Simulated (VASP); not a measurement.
Runs of VASP 6.6.1 on NiO. The structure is that of space group Fm-3m (No. 225), or close to it. The cells are those of the table. 

| task | cell | k mesh for the DOS | occupations for the DOS | gap on the mesh (eV) | pressure (GPa) |
| --- | --- | --- | --- | --- | --- |
| single point | a = 2.980 Å, angles 60.0°, 2 atoms | - | - | none | (a) |
| single point | a = 2.901 Å, angles 60.0°, 2 atoms | - | - | none | 9.4 |
| single point | a = 2.961 Å, angles 60.0°, 2 atoms | - | - | none | -3.7 |
| single point | a = 2.938 Å, angles 60.0°, 2 atoms | - | - | none | 0.8 |

Alike in all rows: level PBE; potentials or basis VASP PAW PBE potentials, release 64 (Ni, O); no spin polarisation; k mesh 14 × 14 × 14; cutoff (eV) 520; smearing gaussian 0.05 eV.

Task: Fill in the values left out.

Result: (a) -7.2.

Caveats: the run has no spin polarisation, though such a crystal can be magnetic; semilocal functionals often make such compounds metallic where correlation or magnetic order opens a gap, which also shifts bond lengths.

A gap of «none» marks levels without a gap at the run's occupations.
